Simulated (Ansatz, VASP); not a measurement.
# Two plane-wave programs on CdSe

```
CELL_PARAMETERS angstrom
4.44479 0.00000 0.00000
-2.22240 3.84930 0.00000
0.00000 0.00000 7.25412
ATOMIC_POSITIONS crystal
Cd 0.33333 0.66667 0.00448
Cd 0.66667 0.33333 0.50448
Se 0.33333 0.66667 0.38052
Se 0.66667 0.33333 0.88052
```

Alike in both runs: functional RPBE; k mesh 6 × 6 × 4; no spin polarisation.

Ansatz relaxed the structure, and its values are those at the end. VASP's run is a single point on that final structure, the one shown.

|  | VASP | Ansatz |
| --- | --- | --- |
| version | VASP 6.6.1 | Ansatz 0.2.0 |
| potentials or method | VASP PAW PBE potentials, release 64 (Cd, Se), cutoff 520 eV | plane waves, PAW |
| occupations | gaussian, width 0.01 eV | fixed |
| valence electrons in the cell | 36 | 72 |

|  | VASP | Ansatz | Ansatz less VASP |
| --- | --- | --- | --- |
| pressure (GPa) | 0.2 | 0.0 | -0.20 |
| rms of the force components (eV/Å) | 0.004 | 0.003 | -0.0006 |

VASP's potentials were made for PBE, not for RPBE. VASP's potentials hold 36 valence electrons a cell and Ansatz's 72, so a difference there can come from the potentials and not from the codes.
